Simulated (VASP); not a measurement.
# Hg (Im-3m) in VASP: notebook

Hg is run at these levels: PBE; tasks: single point, relaxation of cell and atoms.

Program: VASP 6.6.1. These are calculated values, not measurements. Logs are shortened: lines on timing, memory, paths and dates and some standing lists are left out, and cuts for length are marked.

**1. The cell of the first run**

It takes space group Im-3m (No. 229, cubic). Conventional cell: a = 3.875 Å, b = 3.875 Å, c = 3.875 Å, α = 90.00°, β = 90.00°, γ = 90.00°. Within 4.4 Å of Hg (site symmetry m-3m) lie 14 Hg at 3.36 to 3.88 Å.

**2. Single point, PBE**

INCAR

```
SYSTEM = Hg
PREC = Accurate ; ENCUT = 520
EDIFF = 1E-6 ; ISMEAR = 0
SIGMA = 0.1 ; LREAL = .FALSE.
LASPH = .TRUE. ; NELM = 100
ALGO = Fast ; ISIF = 2
LWAVE = .FALSE. ; LCHARG = .FALSE.
GGA = PE ; NBANDS = 12
```

KPOINTS

```
Automatic mesh
0
G
  14 14 14
  0 0 0
```

POSCAR

```
Hg
1.0
   -1.9376257405      1.9376257405      1.9376257405
    1.9376257405     -1.9376257405      1.9376257405
    1.9376257405      1.9376257405     -1.9376257405
Hg
1
Direct
    0.0000000000      0.0000000000      0.0000000000
```

Potentials or basis: VASP PAW PBE potentials, release 64 (Hg).

Run with:

```console
$ cat potpaw_PBE.64/Hg/POTCAR > POTCAR
$ mpirun -np 1 vasp_std > vasp.out
```

OUTCAR:

```text
SYSTEM = Hg
   PREC = Accurate
   ENCUT = 520
   EDIFF = 1E-6
   ISMEAR = 0
   LREAL = .FALSE.
   LASPH = .TRUE.
   NELM = 100
   ISIF = 2
   GGA = PE

 ion  position               nearest neighbor table
   1  0.000  0.000  0.000-

  LATTYP: Found a body centered cubic cell.
 ALAT       =     3.8752514810

  Lattice vectors:

 A1 = (  -1.9376257405,   1.9376257405,   1.9376257405)
 A2 = (   1.9376257405,  -1.9376257405,   1.9376257405)
 A3 = (   1.9376257405,   1.9376257405,  -1.9376257405)

Analysis of symmetry for initial positions (statically):
=====================================================================
 Subroutine PRICEL returns:
 Original cell was already a primitive cell.

 Routine SETGRP: Setting up the symmetry group for a
 body centered cubic supercell.

 Subroutine GETGRP returns: Found 48 space group operations
 (whereof 48 operations were pure point group operations)
 out of a pool of 48 trial point group operations.

The static configuration has the point symmetry O_h .

Analysis of symmetry for dynamics (positions and initial velocities):
=====================================================================
 Subroutine PRICEL returns:
 Original cell was already a primitive cell.

 Routine SETGRP: Setting up the symmetry group for a
 body centered cubic supercell.

 Subroutine GETGRP returns: Found 48 space group operations
 (whereof 48 operations were pure point group operations)
 out of a pool of 48 trial point group operations.

The dynamic configuration has the point symmetry O_h .

 Subroutine INISYM returns: Found 48 space group operations
 (whereof 48 operations are pure point group operations),
 and found     1 'primitive' translations

----------------------------------------------------------------------------------------

                                     Primitive cell

  volume of cell :      29.0984

  direct lattice vectors                    reciprocal lattice vectors
    -1.937625740  1.937625740  1.937625740     0.000000000  0.258047769  0.258047769
     1.937625740 -1.937625740  1.937625740     0.258047769  0.000000000  0.258047769
     1.937625740  1.937625740 -1.937625740     0.258047769  0.258047769  0.000000000

  length of vectors
     3.356066229  3.356066229  3.356066229     0.364934655  0.364934655  0.364934655

  position of ions in fractional coordinates (direct lattice)
     0.000000000  0.000000000  0.000000000

  ion indices of the primitive-cell ions
   primitive index   ion index
                 1           1

----------------------------------------------------------------------------------------

 KPOINTS: Automatic mesh

Automatic generation of k-mesh.
 Grid dimensions read from file:
 generate k-points for:   14   14   14

 Generating k-lattice:

  Cartesian coordinates                     Fractional coordinates (reciprocal lattice)
     0.000000000  0.018431984  0.018431984     0.071428571  0.000000000  0.000000000
     0.018431984  0.000000000  0.018431984     0.000000000  0.071428571  0.000000000
     0.018431984  0.018431984  0.000000000     0.000000000  0.000000000  0.071428571

  Length of vectors
     0.026066761  0.026066761  0.026066761

  Shift w.r.t. Gamma in fractional coordinates (k-lattice)
     0.000000000  0.000000000  0.000000000

 Subroutine IBZKPT returns following result:
 ===========================================

 Found    104 irreducible k-points:

 Following reciprocal coordinates:
            Coordinates               Weight
  0.000000  0.000000  0.000000      1.000000
  0.071429  0.000000  0.000000     12.000000
  0.142857  0.000000  0.000000     12.000000
  0.214286  0.000000  0.000000     12.000000
  0.285714  0.000000  0.000000     12.000000
  0.357143  0.000000  0.000000     12.000000
[... 16 lines left out ...]
  0.285714  0.285714  0.000000     24.000000
  0.357143  0.285714  0.000000     24.000000
 [... further k-points ...]
   k-points           NKPTS =    104   k-points in BZ     NKDIM =    104   number of bands    NBANDS=     12
   number of dos      NEDOS =    301   number of ions     NIONS =      1
   total plane-waves  NPLWV =  21952
   dimension x,y,z NGX =    28 NGY =   28 NGZ =   28
   dimension x,y,z NGXF=    56 NGYF=   56 NGZF=   56
   ions per type =               1
   NGX,Y,Z   is equivalent  to a cutoff of  13.87, 13.87, 13.87 a.u.
   NGXF,Y,Z  is equivalent  to a cutoff of  27.74, 27.74, 27.74 a.u.
 SYSTEM =  Hg
   PREC   = accura    normal or accurate (medium, high low for compatibility)
   ISTART =      0    job   : 0-new  1-cont  2-samecut
   ICHARG =      2    charge: 1-file 2-atom 10-const
   ISPIN  =      1    spin polarized calculation?
   LNONCOLLINEAR =      F non collinear calculations
   LSORBIT =      F    spin-orbit coupling
   LASPH  =      T    aspherical Exc in radial PAW
   ENCUT  =  520.0 eV  38.22 Ry    6.18 a.u.   6.24  6.24  6.24*2*pi/ulx,y,z
   NELM   =    100;   NELMIN=  2; NELMDL= -5     # of ELM steps
   EDIFF  = 0.1E-05   stopping-criterion for ELM
   LREAL  =      F    real-space projection
   EDIFFG = 0.1E-04   stopping-criterion for IOM
   NSW    =      0    number of steps for IOM
   IBRION =     -1    ionic relax: 0-MD 1-quasi-New 2-CG
   NFREE  =      0    steps in history (QN), initial steepest desc. (CG)
   ISIF   =      2    stress and relaxation
   ISYM   =      2    0-nonsym 1-usesym 2-fastsym
   POTIM  = 0.5000    time-step for ionic-motion
   TEBEG  =    0.0;   TEEND  =   0.0 temperature during run
   PSTRESS=    0.0 pullay stress
   NELECT =      12.0000    total number of electrons
   NUPDOWN=      -1.0000    fix difference up-down
   EMIN   =  10.00;   EMAX   =-10.00  energy-range for DOS
   EFERMI =   0.00;   METHOD = LEGACY
   ISMEAR =     0;   SIGMA  =   0.10  broadening in eV -4-tet -1-fermi 0-gaus
   EFERMI_NEDOS =   21; number of points for ismear=-14 and -15
   IALGO  =     68    algorithm
   IMIX   =      4    mixing-type and parameters
     AMIX     =   0.40;   BMIX     =  1.00
     AMIX_MAG =   1.60;   BMIX_MAG =  1.00
  volume/ion in A,a.u.               =      29.10       196.37
  Fermi-wavevector in a.u.,A,eV,Ry     =   1.218556  2.302736 20.202989  1.484878
  Thomas-Fermi vector in A             =   2.353838
   LORBIT       =      0    0 simple, 1 ext, 2 COOP (PROOUT), +10 PAW based schemes
   GGA     = PE    functional components
   LHFCALC =     F    Hartree Fock is set to
   AEXX    =    0.0000 exact exchange contribution
   IVDW    =     0    specifies the selected vdW correction
   LEPSILON=     F    determine dielectric tensor
   LRPA    =     F    only Hartree local field effects (RPA)
 non-spin polarized calculation
 RMM-DIIS sequential band-by-band and
 Gauss-broadening in eV      SIGMA  =   0.10
  energy-cutoff  :      520.00
  volume of cell :       29.10
 maximum number of plane-waves:       798
 NGX is ok and might be reduce to    28
   NGX = 13   NGY = 13   NGZ = 13

 number of electron      11.9999999 magnetization

 Free energy of the ion-electron system (eV)
  ---------------------------------------------------
  ext. energy  EPLUGINS =         0.00000000
  ---------------------------------------------------
  free energy    TOTEN  =        -0.18074252 eV

  energy without entropy =       -0.17910623  energy(sigma->0) =       -0.17992437

 E-fermi :   1.2762     XC(G=0):  -9.7303

 val. band max:        1.2616161497   @ k =   0.4286   0.1429   0.0000
 cond. band min:       1.2952644167   @ k =  -0.4286  -0.4286   0.2857
 fundamental gap:      0.0336482670
 Fermi energy:         1.2761640332

 k-point     1 :       0.0000    0.0000    0.0000
  band No.  band energies     occupation
      1      -6.2213      2.00000
      2      -5.2455      2.00000
      3      -5.2455      2.00000
      4      -5.2455      2.00000
      5      -4.6544      2.00000
      6      -4.6544      2.00000
      7      14.9050      0.00000
      8      14.9050      0.00000
      9      14.9050      0.00000
     10      15.7466      0.00000
     11      15.7466      0.00000
     12      15.7466      0.00000

 k-point     2 :       0.0714    0.0000    0.0000
  band No.  band energies     occupation
      1      -6.1067      2.00000
      2      -5.2604      2.00000
      3      -5.2365      2.00000
      4      -5.2011      2.00000
      5      -4.6700      2.00000
      6      -4.6539      2.00000
      7      13.6071      0.00000
      8      14.4481      0.00000
      9      14.5366      0.00000
     10      15.4053      0.00000
     11      15.6905      0.00000
     12      15.7557      0.00000

 k-point     3 :       0.1429    0.0000    0.0000
  band No.  band energies     occupation
      1      -5.8043      2.00000
      2      -5.3017      2.00000
      3      -5.1759      2.00000
      4      -5.0737      2.00000
      5      -4.7043      2.00000
      6      -4.6523      2.00000
      7      11.1816      0.00000
      8      13.4268      0.00000
      9      13.6321      0.00000
     10      14.9636      0.00000
     11      15.5549      0.00000
     12      16.1051      0.00000
[... 286 lines left out ...]
 k-point    23 :       0.2857    0.2857    0.0000
  band No.  band energies     occupation
      1      -5.5444      2.00000
      2      -5.1928      2.00000
      3      -4.9209      2.00000
      4      -4.6731      2.00000
      5      -4.5348      2.00000
      6      -0.4527      2.00000
      7       2.9806      0.00000
      8       4.7671      0.00000
      9      10.1706      0.00000
     10      16.6085      0.00000
     11      17.0482      0.00000
     12      19.1680      0.00000

 k-point    24 :       0.3571    0.2857    0.0000
  band No.  band energies     occupation
      1      -5.5446      2.00000
      2      -5.1467      2.00000
      3      -4.9626      2.00000
      4      -4.6379      2.00000
      5      -4.5500      2.00000
      6       0.0812      2.00000
      7       2.7192      0.00000
      8       4.1569      0.00000
      9      10.0930      0.00000
     10      16.7184      0.00000
     11      17.7077      0.00000
     12      18.1873      0.00000

 [... further k-points ...]

------------------------ aborting loop because EDIFF is reached ----------------------------------------

  FORCE on cell =-STRESS in cart. coord.  units (eV):
  Direction    XX          YY          ZZ          XY          YZ          ZX
  --------------------------------------------------------------------------------------
  -------------------------------------------------------------------------------------
  Total        0.0179335      0.0179335      0.0179335      0.0000000      0.0000000      0.0000000
  in kB        0.9874307      0.9874307      0.9874307      0.0000000      0.0000000      0.0000000
  external PRESSURE =       0.9874307 kB  Pullay stress =       0.0000000 kB

 VOLUME and BASIS-vectors are now :
 -----------------------------------------------------------------------------
  energy-cutoff  :      520.00
  volume of cell :       29.10
      direct lattice vectors                 reciprocal lattice vectors
    -1.937625740  1.937625740  1.937625740     0.000000000  0.258047769  0.258047769
     1.937625740 -1.937625740  1.937625740     0.258047769  0.000000000  0.258047769
     1.937625740  1.937625740 -1.937625740     0.258047769  0.258047769  0.000000000

 POSITION                                       TOTAL-FORCE (eV/Angst)
 -----------------------------------------------------------------------------------
      0.00000      0.00000      0.00000        -0.000000     -0.000000      0.000000
 -----------------------------------------------------------------------------------
    total drift:                               -0.000000     -0.000000     -0.000000

  FREE ENERGIE OF THE ION-ELECTRON SYSTEM (eV)
  ---------------------------------------------------
  free  energy   TOTEN  =        -0.1807425181 eV

  energy  without entropy=       -0.1791062293  energy(sigma->0) =       -0.17992437
```

It took 16 s on 1 thread of Intel Xeon 6975P-C (Granite Rapids), shared host; peak memory 0.17 GiB.

What came out:

```
Free energy            : -0.1807 eV
Pressure               : 0.1 GPa
Band gap on the k mesh : zero (band 6 reaches 3.06 eV, above the bottom of band 7 at 0.70 eV)
```

Caveat: spin-orbit coupling is left out, which moves the levels of the heavy elements.

**3. Relaxation of cell and atoms, PBE**

This run uses another cell than the first one, of 34.89 Å³/atom, 1.199 times its volume.

INCAR

```
SYSTEM = Hg
PREC = Accurate ; ENCUT = 600
EDIFF = 1E-7 ; ISMEAR = 0
SIGMA = 0.1 ; LREAL = .FALSE.
LASPH = .TRUE. ; NELM = 60
ALGO = Fast ; ISIF = 3
LWAVE = .FALSE. ; LCHARG = .FALSE.
GGA = PE ; IBRION = 2
NSW = 100 ; EDIFFG = -0.01
```

KPOINTS

```
regular mesh
0
G
  14 14 14
  0 0 0
```

POSCAR

```
Hg
1.0
   -2.0584332789      2.0584332789      2.0584332789
    2.0584332789     -2.0584332789      2.0584332789
    2.0584332789      2.0584332789     -2.0584332789
Hg
1
Direct
    0.0000000000      0.0000000000      0.0000000000
```

Potentials or basis: VASP PAW PBE potentials, release 64 (Hg).

Run with:

```console
$ cat potpaw_PBE.64/Hg/POTCAR > POTCAR
$ mpirun -np 1 vasp_std > vasp.out
```

Run time: 41 s. Hardware: 1 thread of Intel Xeon 6975P-C (Granite Rapids), shared host; peak memory 0.19 GiB.

The run converged. Its results:

| Quantity | Value |
| --- | --- |
| Free energy | -0.1812 eV |
| Relaxed volume | 29.53 Å³/atom |
| Relaxed cell | a = 3.373 Å, b = 3.373 Å, c = 3.373 Å, α = 109.47°, β = 109.47°, γ = 109.47° |
| Space group after relaxing (to 0.05 Å) | Im-3m (No. 229) |
| Energy gained by relaxing | 11.6 meV/atom |
| Ionic steps | 4 |
| Pressure after relaxing | 0.0 GPa |
| Band gap on the k mesh | zero (band 6 reaches 2.88 eV, above the bottom of band 7 at 0.66 eV) |

The path:
```tsv
step	energy change (eV)	largest force (eV/Å)	pressure (GPa)	volume (Å³)
1	0.0000	0.0000	-0.53	34.89
2	-0.0018	0.0000	-0.47	34.31
3	-0.0061	0.0000	-0.39	32.67
4	-0.0116	0.0000	0.03	29.53
```

Final structure:
```
Hg
1.0
    -1.94715    1.94715    1.94715
     1.94715   -1.94715    1.94715
     1.94715    1.94715   -1.94715
Hg
1
Direct
  0.00000 0.00000 0.00000
```

Levels at points of the mesh, in eV from the Fermi level:
```
           k point  band 3  band 4  band 5  band 6  band 7  band 8  band 9  band 10
(0.00, 0.00, 0.00)   -6.51   -6.51   -5.94   -5.94   13.44   13.44   13.44    14.40
(0.50, 0.00, 0.00)   -5.98   -5.92   -5.52   -1.73   -0.55    8.25    9.36    12.60
(0.50, 0.50, 0.50)   -5.62   -5.62   -5.62    1.67    3.72    3.72    3.72     8.99
```

Caveat: the volume moved by over 15 % at a fixed basis, so the end points are rough; spin-orbit coupling is left out, which moves the levels of the heavy elements.
